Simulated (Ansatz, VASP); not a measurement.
SiW6 in VASP and in Ansatz

File INCAR:

```
PREC = Accurate ; ENCUT = 520
EDIFF = 1E-6 ; ISMEAR = 0
SIGMA = 0.1 ; LREAL = F
LASPH = T ; NELM = 80
ALGO = Normal ; ISIF = 2
LWAVE = F ; LCHARG = F
LDIPOL = T ; IDIPOL = 3
DIPOL = 0.5 0.5 0.318 ; GGA = PE
IVDW = 12 ; NBANDS = 53
```

Contents of KPOINTS:

```
regular mesh
0
Gamma
  6 6 1
```

POSCAR

```
SiW6
1.0
    4.4682526324      0.0000000000      0.0000000000
   -2.2341263162      3.8696202902      0.0000000000
    0.0000000000      0.0000000000     21.7259061349
W Si
6 1
Direct
    0.6666666667      0.3333333333      0.1841119986
    0.3333333333      0.6666666667      0.2260931360
    0.0000000000      0.0000000000      0.2680742733
    0.6666666667      0.3333333333      0.3070897866
    0.3333333333      0.6666666667      0.3466976876
    0.0000000000      0.0000000000      0.3832248047
    0.8888888889      0.4444444444      0.5121032037
```

Input for Ansatz:

```yaml
crystal:
  lattice:
    - [4.4682526324, 0.0, 0.0]
    - [-2.2341263162, 3.8696202902, 0.0]
    - [0.0, 0.0, 21.7259061349]
  atoms:
    - { symbol: W, position: [0.6666666667, 0.3333333333, 0.1841119986] }
    - { symbol: W, position: [0.3333333333, 0.6666666667, 0.226093136] }
    - { symbol: W, position: [0.0, 0.0, 0.2680742733] }
    - { symbol: W, position: [0.6666666667, 0.3333333333, 0.3070897866] }
    - { symbol: W, position: [0.3333333333, 0.6666666667, 0.3466976876] }
    - { symbol: W, position: [0.0, 0.0, 0.3832248047] }
    - { symbol: Si, position: [0.8888888889, 0.4444444444, 0.5121032037] }
basis:
  ecutwfc: 420
kpoints:
  mp_grid: { grid: [6, 6, 1] }
hamiltonian:
  xc: pbe
  pseudopotentials: { kind: paw, azcp: { folder: soft_1 } }
  dispersion: d3bj
scf:
  occupations: { method: gaussian, width: 0.1 }
output:
  forces: true
  eigenvalues: true
efield:
  axis: 3
  dipole_correction: true
  ramp_width: 0.04
```

Alike in both runs: task single point; functional PBE; dispersion D3(BJ); k mesh 6 × 6 × 1; occupations gaussian, width 0.1 eV; no spin polarisation.

|  | VASP | Ansatz |
| --- | --- | --- |
| version | VASP 6.6.1 | Ansatz 0.2.0 |
| potentials or method | VASP PAW PBE potentials, release 64 (W_sv, Si), cutoff 520 eV | scalar-relativistic, plane waves, PAW |
| valence electrons in the cell | 88 | 88 |

VASP gave:

| Property | Result |
| --- | --- |
| gap on the k mesh at the Fermi level (eV) | none |
| rms of the force components (eV/Å) | 0.813 |

**Question.** Which values does Ansatz return?

**Answer.** gap on the k mesh at the Fermi level (eV): none; rms of the force components (eV/Å): 0.804.

Atom by atom the forces differ by 0.021 eV/Å (rms over components). A gap of «none» marks a metal or a gap that the smearing closes. Ansatz's warnings: dispersion switch in reach, vacuum below fermi.

Spin-orbit coupling is off throughout.
